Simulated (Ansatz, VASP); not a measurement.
## MgCr2Ag2O8: VASP beside Ansatz

```
Mg Cr Ag O
1.0
     6.52017    0.00000    0.00000
     0.00000    3.18428    4.55297
     0.00000   -3.18428    4.55297
Mg Cr Ag O
1 2 2 8
Cartesian
  0.0000 0.0000 5.9956
  0.0000 0.0000 3.2799
  3.2601 0.0000 5.8432
  4.8129 0.0000 0.0327
  1.7073 0.0000 0.0327
  0.0000 -1.3244 4.3824
  3.2601 -1.3335 4.8788
  1.8129 0.0000 6.7802
  5.1961 0.0000 2.3184
  4.7073 0.0000 6.7802
  1.3241 0.0000 2.3184
  3.2601 1.3335 4.8788
  0.0000 1.3244 4.3824
```

Alike in both runs: task electric field gradients; functional PBE; k mesh 4 × 5 × 5; occupations fermi-dirac, width 0.02 eV; no spin polarisation.

|  | VASP | Ansatz |
| --- | --- | --- |
| version | VASP 6.6.1 | Ansatz 0.2.0 |
| potentials or method | VASP PAW PBE potentials, release 64 (Mg, Cr_pv, Ag, O) | plane-wave PAW, scalar-relativistic |
| plane-wave cutoff (eV) | 520 | 420 |
| valence electrons in the cell | 96 | 124 |

```csv
,VASP,Ansatz,Ansatz less VASP
gap on the k mesh at the Fermi level (eV),1.23,1.25,+0.021
pressure (GPa),-1.7,-2.0,-0.29
"traceless stress, the component that is largest in VASP (GPa)",0.28,0.30,+0.027
rms of the force components (eV/Å),0.135,0.217,+0.0819
size of Vzz on the site where it differs most (V/Å²),20.5,25.0,+4.51
```

Atom by atom the forces differ by 0.086 eV/Å (rms over components). With one functional, cell and mesh, what is left measures potentials, basis and numerics. VASP's potentials hold 96 valence electrons a cell and Ansatz's 124, so a difference there can come from the potentials and not from the codes.
